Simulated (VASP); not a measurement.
Runs of VASP 6.6.1 on Ru. The structure is that of space group P6_3/mmc (No. 194), or close to it. The cells are those of the table. 

| task | level | potentials or basis | cell | cutoff (eV) | gap on the mesh (eV) | pressure (GPa) |
| --- | --- | --- | --- | --- | --- | --- |
| electric field gradients | LDA | VASP PAW LDA potentials, release 64 (Ru_pv) | a = 2.706, b = 2.706, c = 4.282 Å, angles 90.0, 90.0, 120.0°, 2 atoms | 400 | none | -12.3 |
| single point | PBE | VASP PAW PBE potentials, release 64 (Ru_pv) | a = 2.706, b = 2.706, c = 4.239 Å, angles 90.0, 90.0, 120.0°, 2 atoms | 520 | none | (a) |
| single point | PBE | VASP PAW PBE potentials, release 64 (Ru_pv) | a = 2.706, b = 2.706, c = 4.196 Å, angles 90.0, 90.0, 120.0°, 2 atoms | 520 | none | (b) |
| relaxation of the atoms | PBE | VASP PAW PBE potentials, release 64 (Ru_pv) | atoms relaxed from a = 2.759, b = 2.759, c = 4.366 Å, angles 90.0, 90.0, 120.0°, 2 atoms | 520 | none | -12.5 |
| single point | PBE | VASP PAW PBE potentials, release 64 (Ru_pv) | a = 2.706, b = 2.706, c = 4.368 Å, angles 90.0, 90.0, 120.0°, 2 atoms | 520 | none | -2.0 |
| single point | PBE | VASP PAW PBE potentials, release 64 (Ru_pv) | a = 2.706, b = 2.706, c = 4.282 Å, angles 90.0, 90.0, 120.0°, 2 atoms | 520 | none | 4.4 |
| single point | PBE | VASP PAW PBE potentials, release 64 (Ru_pv) | a = 2.706, b = 2.706, c = 4.410 Å, angles 90.0, 90.0, 120.0°, 2 atoms | 520 | none | -4.8 |
| single point | PBE | VASP PAW PBE potentials, release 64 (Ru_pv) | a = 2.669, b = 2.669, c = 4.224 Å, angles 90.0, 90.0, 120.0°, 2 atoms | 500 | none | 19.5 |

Alike in all rows: no spin polarisation; k mesh 20 × 20 × 11; smearing fermi-dirac 0.05 eV.

Task: Estimate the missing entries.

Result: (a) 8.0; (b) 12.0.

Caveats: the relaxation stopped at its first step, so nothing moved (some runs).

A k mesh can miss the band edges, and the runs leave out spin-orbit coupling on Ru.

A gap of «none» marks levels without a gap at the run's occupations.
